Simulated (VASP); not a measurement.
# Mg6TiW in VASP: further runs

Mg6TiW is run at these levels: PBE; tasks: single point.

Everything below comes from runs of VASP 6.6.1. Logs are shortened: lines on timing, memory, paths and dates and some standing lists are left out, and cuts for length are marked.

**1. The cell of the first run**

It takes space group Amm2 (No. 38, orthorhombic). Conventional cell: a = 4.809 Å, b = 6.003 Å, c = 11.041 Å, α = 90.00°, β = 90.00°, γ = 90.00°. W (site symmetry mm2) has 2 Ti at 2.66 Å and 10 Mg at 2.91 to 3.38 Å within 3.5 Å. Ti (site symmetry mm2) has 2 W at 2.66 Å and 10 Mg at 2.87 to 3.41 Å within 3.5 Å. Mg (site symmetry mm2) has 10 Mg at 2.95 to 3.18 Å and 2 W at 3.01 Å within 3.9 Å. Mg (site symmetry m) has 2 W at 2.91 to 3.38 Å and 8 Mg at 2.92 to 3.18 Å and 2 Ti at 3.14 Å within 3.8 Å. Mg (site symmetry mm2) has 10 Mg at 2.95 to 3.20 Å and 2 Ti at 3.02 Å within 3.9 Å. Within 3.8 Å of Mg (site symmetry m) lie 2 Ti at 2.87 to 3.41 Å and 8 Mg at 2.89 to 3.20 Å and 2 W at 3.11 Å.

**2. Single point, PBE**

INCAR reads:

```
PREC     = Accurate       # precision mode
ENCUT    = 520            # plane-wave cutoff, eV
EDIFF    = 1E-7           # SCF threshold, eV
ISMEAR   = -1             # smearing method
SIGMA    = 0.05           # smearing width, eV
LREAL    = False          # projectors in reciprocal space
LASPH    = True           # aspherical terms in the spheres
NELM     = 80             # most SCF steps
ALGO     = Fast           # electronic algorithm
ISIF     = 2              # what is computed and relaxed
LWAVE    = False          # write WAVECAR
LCHARG   = False          # write CHGCAR
GGA      = PE             # functional
NBANDS   = 29             # bands
```

KPOINTS reads:

```
regular mesh
0
Gamma
  6 5 5
```

POSCAR reads:

```
Mg6TiW
1.0
    4.8094000000      0.0000000000      0.0000000000
    0.0000000000      3.0015610000      5.5205055000
    0.0000000000     -3.0015610000      5.5205055000
W Ti Mg
1 1 6
Direct
    0.5000000000      0.6978150000      0.6978150000
    0.0000000000      0.8001130000      0.8001130000
    0.5000000000      0.1730690000      0.1730690000
    0.5000000000      0.6813360000      0.1689220000
    0.5000000000      0.1689220000      0.6813360000
    0.0000000000      0.3282050000      0.3282050000
    0.0000000000      0.8157930000      0.3347470000
    0.0000000000      0.3347470000      0.8157930000
```

Potentials or basis: VASP PAW PBE potentials, release 64 (W_sv, Ti_sv, Mg).

Launch:

```bash
> cat potpaw_PBE.64/W_sv/POTCAR potpaw_PBE.64/Ti_sv/POTCAR potpaw_PBE.64/Mg/POTCAR > POTCAR
> mpirun -np 1 vasp_std > vasp.out
```

OUTCAR:

```text
PREC = Accurate
   ENCUT = 520
   EDIFF = 1E-7
   ISMEAR = -1
   LREAL = False
   LASPH = True
   NELM = 80
   ISIF = 2
   GGA = PE

 ion  position               nearest neighbor table
   1  0.500  0.698  0.698-   2 2.66   2 2.66   5 2.91   4 2.91   3 3.01   3 3.01   8 3.11   7 3.11
                             7 3.11   8 3.11   5 3.38   4 3.38
   2  0.000  0.800  0.800-   1 2.66   1 2.66   8 2.87   7 2.87   6 3.02   6 3.02   5 3.14   4 3.14
                             4 3.14   5 3.14
   3  0.500  0.173  0.173-   6 2.95   6 2.95   1 3.01   1 3.01   8 3.06   7 3.06   7 3.06   8 3.06
                             4 3.10   5 3.10   4 3.18   5 3.18
   4  0.500  0.681  0.169-   1 2.91   7 2.92   7 2.92   5 2.93   6 3.05   6 3.05   5 3.08   3 3.10
                             2 3.14   2 3.14   3 3.18   1 3.38
   5  0.500  0.169  0.681-   1 2.91   8 2.92   8 2.92   4 2.93   6 3.05   6 3.05   4 3.08   3 3.10
                             2 3.14   2 3.14   3 3.18   1 3.38
   6  0.000  0.328  0.328-   3 2.95   3 2.95   2 3.02   2 3.02   5 3.05   4 3.05   4 3.05   5 3.05
                             8 3.09   7 3.09   7 3.20   8 3.20
   7  0.000  0.816  0.335-   2 2.87   8 2.89   4 2.92   4 2.92   3 3.06   3 3.06   6 3.09   1 3.11
                             1 3.11   8 3.12   6 3.20
   8  0.000  0.335  0.816-   2 2.87   7 2.89   5 2.92   5 2.92   3 3.06   3 3.06   6 3.09   1 3.11
                             1 3.11   7 3.12   6 3.20

  LATTYP: Found a base centered orthorhombic cell.
 ALAT       =     6.0031220000
 B/A-ratio  =     1.8392114970
 C/A-ratio  =     0.8011498017

  Lattice vectors:

 A1 = (   0.0000000000,   3.0015610000,  -5.5205055000)
 A2 = (   0.0000000000,   3.0015610000,   5.5205055000)
 A3 = (   4.8094000000,   0.0000000000,   0.0000000000)

Analysis of symmetry for initial positions (statically):
=====================================================================
 Subroutine PRICEL returns:
 Original cell was already a primitive cell.

 Routine SETGRP: Setting up the symmetry group for a
 base centered orthorhombic supercell.

 Subroutine GETGRP returns: Found  4 space group operations
 (whereof  4 operations were pure point group operations)
 out of a pool of  8 trial point group operations.

The static configuration has the point symmetry C_2v.

Analysis of symmetry for dynamics (positions and initial velocities):
=====================================================================
 Subroutine PRICEL returns:
 Original cell was already a primitive cell.

 Routine SETGRP: Setting up the symmetry group for a
 base centered orthorhombic supercell.
[... 124 lines left out ...]
   ISYM   =      2    0-nonsym 1-usesym 2-fastsym
   POTIM  = 0.5000    time-step for ionic-motion
   TEBEG  =    0.0;   TEEND  =   0.0 temperature during run
   PSTRESS=    0.0 pullay stress
   NELECT =      38.0000    total number of electrons
   NUPDOWN=      -1.0000    fix difference up-down
   EMIN   =  10.00;   EMAX   =-10.00  energy-range for DOS
   EFERMI =   0.00;   METHOD = LEGACY
   ISMEAR =    -1;   SIGMA  =   0.05  broadening in eV -4-tet -1-fermi 0-gaus
   EFERMI_NEDOS =   21; number of points for ismear=-14 and -15
   IALGO  =     68    algorithm
   IMIX   =      4    mixing-type and parameters
     AMIX     =   0.40;   BMIX     =  1.00
     AMIX_MAG =   1.60;   BMIX_MAG =  1.00
  volume/ion in A,a.u.               =      19.92       134.45
  Fermi-wavevector in a.u.,A,eV,Ry     =   1.015127  1.918312 14.020571  1.030483
  Thomas-Fermi vector in A             =   2.148395
   LORBIT       =      0    0 simple, 1 ext, 2 COOP (PROOUT), +10 PAW based schemes
   GGA     = PE    functional components
   LHFCALC =     F    Hartree Fock is set to
   AEXX    =    0.0000 exact exchange contribution
   IVDW    =     0    specifies the selected vdW correction
   LEPSILON=     F    determine dielectric tensor
   LRPA    =     F    only Hartree local field effects (RPA)
 non-spin polarized calculation
 RMM-DIIS sequential band-by-band and
  energy-cutoff  :      520.00
  volume of cell :      159.38
 maximum number of plane-waves:      4322
 NGX is ok and might be reduce to    36
   NGX = 17   NGY = 23   NGZ = 23

 number of electron      37.9999996 magnetization

 Free energy of the ion-electron system (eV)
  ---------------------------------------------------
  ext. energy  EPLUGINS =         0.00000000
  ---------------------------------------------------
  free energy    TOTEN  =       -27.88696634 eV

  energy without entropy =      -27.84938300  energy(sigma->0) =      -27.86817467

 E-fermi :   4.1698     XC(G=0):  -9.5881

 val. band max:        4.1591597598   @ k =   0.0000  -0.2000   0.2000
 cond. band min:       4.1704964451   @ k =   0.5000   0.4000  -0.0000
 fundamental gap:      0.0113366853
 Fermi energy:         4.1697648187

 k-point     1 :       0.0000    0.0000    0.0000
  band No.  band energies     occupation
      1     -69.3960      2.00000
      2     -52.6739      2.00000
      3     -33.6254      2.00000
      4     -33.5762      2.00000
      5     -33.5499      2.00000
      6     -28.9870      2.00000
[... 757 lines left out ...]
     28       7.5008      0.00000
     29       8.2183      0.00000

 [... further k-points ...]

------------------------ aborting loop because EDIFF is reached ----------------------------------------

  FORCE on cell =-STRESS in cart. coord.  units (eV):
  Direction    XX          YY          ZZ          XY          YZ          ZX
  --------------------------------------------------------------------------------------
  -------------------------------------------------------------------------------------
  Total       -0.1744930     -0.0738336      0.0686106      0.0000000      0.0000000      0.0000000
  in kB       -1.7540484     -0.7421946      0.6896915      0.0000000      0.0000000      0.0000000
  external PRESSURE =      -0.6021838 kB  Pullay stress =       0.0000000 kB

 VOLUME and BASIS-vectors are now :
 -----------------------------------------------------------------------------
  energy-cutoff  :      520.00
  volume of cell :      159.38
      direct lattice vectors                 reciprocal lattice vectors
     4.809400000  0.000000000  0.000000000     0.207926145  0.000000000  0.000000000
     0.000000000  3.001561000  5.520505500     0.000000000  0.166579990  0.090571416
     0.000000000 -3.001561000  5.520505500     0.000000000 -0.166579990  0.090571416

 POSITION                                       TOTAL-FORCE (eV/Angst)
 -----------------------------------------------------------------------------------
      2.40470      0.00000      7.70458         0.000000     -0.000000      0.022941
      0.00000      0.00000      8.83406         0.000000     -0.000000     -0.035502
      2.40470      0.00000      1.91086         0.000000     -0.000000      0.019024
      2.40470      1.53804      4.69385         0.000000     -0.003236      0.007687
      2.40470     -1.53804      4.69385         0.000000      0.003236      0.007687
      0.00000      0.00000      3.62372         0.000000     -0.000000      0.000189
      0.00000      1.44389      6.35156         0.000000      0.005631     -0.011013
      0.00000     -1.44389      6.35156         0.000000     -0.005631     -0.011013
 -----------------------------------------------------------------------------------
    total drift:                                0.000000      0.000000      0.003051

  FREE ENERGIE OF THE ION-ELECTRON SYSTEM (eV)
  ---------------------------------------------------
  free  energy   TOTEN  =       -27.8869663424 eV

  energy  without entropy=      -27.8493830015  energy(sigma->0) =      -27.86817467
```

OSZICAR:

```text
N       E                     dE             d eps       ncg     rms          rms(c)
DAV:   1     0.292844779998E+03    0.29284E+03   -0.18339E+04  2344   0.118E+03
DAV:   2    -0.219292999965E+01   -0.29504E+03   -0.28531E+03  2167   0.319E+02
DAV:   3    -0.274815414354E+02   -0.25289E+02   -0.24420E+02  3460   0.797E+01
[... 26 lines left out ...]
RMM:  30    -0.278869658095E+02   -0.17584E-06   -0.28085E-06  3039   0.779E-03    0.273E-03
RMM:  31    -0.278869659698E+02   -0.16023E-06   -0.21682E-06  3021   0.699E-03    0.497E-04
RMM:  32    -0.278869661311E+02   -0.16134E-06   -0.13299E-06  2611   0.546E-03    0.145E-03
RMM:  33    -0.278869662857E+02   -0.15460E-06   -0.11038E-06  2769   0.480E-03    0.174E-03
RMM:  34    -0.278869663424E+02   -0.56656E-07   -0.68988E-07  2373   0.399E-03
   1 F= -.27886966E+02 E0= -.27868175E+02  d E =-.375833E-01
```

It took 11 min on 1 thread of Oxide Virtual Turin-like, shared host; peak memory 0.35 GiB.

Results:

```
Free energy            : -27.8870 eV
Pressure               : -0.1 GPa
Largest force          : 0.036 eV/Å
Band gap on the k mesh : zero (band 19 reaches 4.51 eV, above the bottom of band 20 at 3.51 eV)
```

Forces in eV/Å, atoms in the order of the input:
```
W    0.000  0.000  0.023
Ti   0.000  0.000 -0.036
Mg   0.000  0.000  0.019
Mg   0.000 -0.003  0.008
Mg   0.000  0.003  0.008
Mg   0.000  0.000  0.000
Mg   0.000  0.006 -0.011
Mg   0.000 -0.006 -0.011
```

Stress tensor (GPa, compression positive):
```
-0.18  0.00  0.00
 0.00 -0.07  0.00
 0.00  0.00  0.07
```

Caveat: spin-orbit coupling is left out, which moves the levels of the heavy elements.

**3. Single point, PBE (atoms moved at random)**

INCAR reads:

```
SYSTEM = Mg6TiW
PREC = Accurate
ENCUT = 520
EDIFF = 1E-7
ISMEAR = -1
SIGMA = 0.05
LREAL = .FALSE.
LASPH = .TRUE.
NELM = 60
ALGO = Fast
ISIF = 2
LWAVE = .FALSE.
LCHARG = .FALSE.
GGA = PE
NBANDS = 29
```

KPOINTS reads:

```
Automatic mesh
0
G
  6 5 5
  0 0 0
```

POSCAR reads:

```
Mg6TiW
1.0
    4.8094000000      0.0000000000      0.0000000000
    0.0000000000      3.0015610000      5.5205055000
    0.0000000000     -3.0015610000      5.5205055000
W Ti Mg
1 1 6
Direct
    0.4984860000      0.7021400000      0.6901720000
   -0.0050620000      0.7986310000      0.7988550000
    0.4994700000      0.1703180000      0.1791900000
    0.5012470000      0.6887700000      0.1684500000
    0.4986280000      0.1615320000      0.6902670000
    0.0018320000      0.3336710000      0.3302240000
    0.0038960000      0.8121580000      0.3420400000
    0.0012130000      0.3390320000      0.8328270000
```

Potentials or basis: VASP PAW PBE potentials, release 64 (W_sv, Ti_sv, Mg).

Launch:

```bash
> cat potpaw_PBE.64/W_sv/POTCAR potpaw_PBE.64/Ti_sv/POTCAR potpaw_PBE.64/Mg/POTCAR > POTCAR
> mpirun -np 1 vasp_std > vasp.out
```

It took 26 min on 1 thread of Oxide Virtual Turin-like, shared host; peak memory 0.5 GiB.

Results (log left out):

* Free energy: -27.8280 eV
* Pressure: 0.3 GPa
* Largest force: 0.526 eV/Å
* Band gap on the k mesh: zero (band 19 reaches 4.49 eV, above the bottom of band 20 at 3.53 eV)

Forces in eV/Å, atoms in the order of the input:
```
W   -0.032 -0.339  0.194
Ti   0.111  0.102  0.310
Mg   0.068  0.127  0.115
Mg   0.009 -0.187 -0.159
Mg   0.022  0.307  0.096
Mg  -0.042 -0.132  0.076
Mg  -0.085  0.116 -0.108
Mg  -0.052  0.006 -0.523
```

Stress tensor (GPa, compression positive):
```
-0.29 -0.01 -0.09
-0.01  0.52  0.14
-0.09  0.14  0.53
```

Levels at points of the mesh, in eV from the Fermi level:
| k point | band 16 | band 17 | band 18 | band 19 | band 20 | band 21 | band 22 | band 23 |
| --- | --- | --- | --- | --- | --- | --- | --- | --- |
| (0.00, 0.00, 0.00) | -1.29 | -0.98 | -0.91 | -0.33 | 0.38 | 0.43 | 0.68 | 1.04 |
| (0.50, 0.00, 0.00) | -1.09 | -1.03 | -0.69 | -0.68 | -0.64 | -0.16 | -0.02 | 0.83 |

Caveat: the cell differs from its parent crystal (atoms moved at random); spin-orbit coupling is left out, which moves the levels of the heavy elements.
